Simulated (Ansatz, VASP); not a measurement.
## Two plane-wave programs on MgRe

Contents of INCAR:

```
SYSTEM = MgRe
PREC     = Accurate       ! precision mode
ENCUT    = 600            ! plane-wave cutoff, eV
EDIFF    = 1E-6           ! SCF threshold, eV
ISMEAR   = 0              ! smearing method
SIGMA    = 0.1            ! smearing width, eV
LREAL    = .FALSE.        ! projectors in reciprocal space
LASPH    = .TRUE.         ! aspherical terms in the spheres
NELM     = 80             ! most SCF steps
ALGO     = Normal         ! electronic algorithm
ISIF     = 3              ! what is computed and relaxed
LWAVE    = .FALSE.        ! write WAVECAR
LCHARG   = .FALSE.        ! write CHGCAR
GGA      = PE             ! functional
IBRION   = 2              ! ionic algorithm
NSW      = 100            ! ionic steps
EDIFFG   = -0.01          ! ionic threshold
```

KPOINTS

```
regular mesh
0
G
  16 16 16
  0 0 0
```

POSCAR

```
MgRe
1.0
    0.0000000000      2.9884881038      2.9884881038
    2.9884881038      0.0000000000      2.9884881038
    2.9884881038      2.9884881038      0.0000000000
Mg Re
1 1
Direct
    0.0000000000      0.0000000000      0.0000000000
    0.2500000000      0.2500000000      0.2500000000
```

Input for Ansatz:

```yaml
crystal:
  lattice:
    - [0.0, 2.9884881038, 2.9884881038]
    - [2.9884881038, 0.0, 2.9884881038]
    - [2.9884881038, 2.9884881038, 0.0]
  atoms:
    - { symbol: Mg, position: [0.0, 0.0, 0.0] }
    - { symbol: Re, position: [0.25, 0.25, 0.25] }
basis:
  ecutwfc: 420
kpoints:
  mp_grid: { grid: [16, 16, 16] }
hamiltonian:
  xc: pbe
scf:
  occupations: { method: gaussian, width: 0.1 }
output:
  forces: true
  stress: true
  eigenvalues: true
relax:
  adjacent_minimum: "off"
  f_tol: 0.01
  max_steps: 80
  cell: { stress_tol: 0.05 }
```

Alike in both runs: task relaxation of cell and atoms; functional PBE; k mesh 16 × 16 × 16; occupations gaussian, width 0.1 eV; no spin polarisation.

```csv
,VASP,Ansatz
version,VASP 6.6.1,Ansatz 0.2.0
potentials or method,"VASP PAW PBE potentials, release 64 (Mg, Re), cutoff 600 eV","scalar-relativistic, plane waves, PAW"
valence electrons in the cell,9,25
```

```tsv
	VASP	Ansatz	Ansatz less VASP
gap on the k mesh at the Fermi level, each at its own relaxed structure (eV)	none	none	-
relaxed volume (Å³/atom)	26.69	26.72	+0.032
relaxed cell length with the largest relative difference (Å)	4.226	4.228	+0.0017
```

A gap of «none» marks a metal or a gap that the smearing closes. VASP's potentials hold 9 valence electrons a cell and Ansatz's 25, so a difference there can come from the potentials and not from the codes.

Spin-orbit coupling is off throughout. Noted on VASP's run: the relaxation stopped at its first step, so nothing moved.
